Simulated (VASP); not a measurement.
The system is Pt.

```
CELL_PARAMETERS angstrom
0.00000 1.96090 1.96090
1.96090 0.00000 1.96090
1.96090 1.96090 0.00000
ATOMIC_POSITIONS crystal
Pt 0.00000 0.00000 0.00000
```

| Property | Result |
| --- | --- |
| Program | VASP 6.6.1 |
| Task | relaxation of cell and atoms |
| Functional | RPBE |
| Potentials or basis | VASP PAW PBE potentials, release 64 (Pt) |
| Cutoff | 600 eV |
| k mesh | 12 × 12 × 12 |
| Occupations | fermi-dirac, width 0.05 eV |
| Spin | no spin polarisation |

At the start: pressure 14.1 GPa; volume 15.08 Å³/atom.

**Question.** How do energy, volume and symmetry change on relaxing?

**Answer.** Over 4 steps the energy falls by 33.7 meV/atom and the volume is 15.90 Å³/atom (+5.4 %); space group Fm-3m (No. 225, to 0.05 Å).

Step by step:
```csv
step,energy change (eV),largest force (eV/Å),pressure (GPa),volume (Å³)
1,0.0000,0.0000,14.06,15.08
2,0.1386,0.0000,-21.02,18.16
3,-0.0336,0.0000,-0.65,15.94
4,-0.0337,0.0000,-0.07,15.90
```

Final structure:
```yaml
crystal:
  lattice:
    - [0.00000, 1.99577, 1.99577]
    - [1.99577, 0.00000, 1.99577]
    - [1.99577, 1.99577, 0.00000]
  atoms:
    - { symbol: Pt, position: [0.00000, 0.00000, 0.00000] }
```

Caveat: the PAW data sets were made with another functional, which shifts forces and pressure a little.
